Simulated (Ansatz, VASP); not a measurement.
**RbGeN in VASP and in Ansatz**

File INCAR:

```
SYSTEM = RbGeN
  PREC = Accurate
  ENCUT = 600
  EDIFF = 1E-6
  ISMEAR = 0
  SIGMA = 0.1
  LREAL = .FALSE.
  LASPH = .TRUE.
  NELM = 60
  ALGO = Normal
  ISIF = 3
  LWAVE = .FALSE.
  LCHARG = .FALSE.
  GGA = PE
  IBRION = 2
  NSW = 90
  EDIFFG = -0.04
```

The input KPOINTS:

```
Automatic mesh
0
G
  6 6 6
  0 0 0
```

The input POSCAR:

```
RbGeN
1.0
   -1.9426676250      3.1586807545      3.5331277734
    1.9426676250     -3.1586807545      3.5331277734
    1.9426676250      3.1586807545     -3.5331277734
Rb Ge N
1 1 1
Direct
    0.0000000000      0.0000000000      0.0000000000
    0.5000000000      0.5000000000      0.0000000000
    0.5000000000      0.0000000000      0.5000000000
```

Input for Ansatz:

```yaml
crystal:
  lattice:
    - [-1.942667625, 3.1586807545, 3.5331277734]
    - [1.942667625, -3.1586807545, 3.5331277734]
    - [1.942667625, 3.1586807545, -3.5331277734]
  atoms:
    - { symbol: Rb, position: [0.0, 0.0, 0.0] }
    - { symbol: Ge, position: [0.5, 0.5, 0.0] }
    - { symbol: "N", position: [0.5, 0.0, 0.5] }
basis:
  ecutwfc: 420
kpoints:
  mp_grid: { grid: [6, 6, 6] }
hamiltonian:
  xc: pbe
scf:
  occupations: { method: gaussian, width: 0.1 }
  lower_state_search: "off"
output:
  forces: true
  stress: true
  eigenvalues: true
relax:
  adjacent_minimum: "off"
  f_tol: 0.04
  max_steps: 70
  cell: { stress_tol: 0.4 }
```

Alike in both runs: task relaxation of cell and atoms; functional PBE; k mesh 6 × 6 × 6; occupations gaussian, width 0.1 eV; no spin polarisation.

```csv
,VASP,Ansatz
version,VASP 6.6.1,Ansatz 0.2.0
potentials or method,"VASP PAW PBE potentials, release 64 (Rb_sv, Ge_d, N), cutoff 600 eV","scalar-relativistic, plane waves, PAW"
valence electrons in the cell,28,28
```

|  | VASP | Ansatz | Ansatz less VASP |
| --- | --- | --- | --- |
| gap on the k mesh at the Fermi level, each at its own relaxed structure (eV) | none | none | - |
| relaxed volume (Å³/atom) | 28.53 | 28.64 | +0.109 |
| relaxed cell length with the largest relative difference (Å) | 5.134 | 5.143 | +0.0089 |

A gap of «none» marks a metal or a gap that the smearing closes.
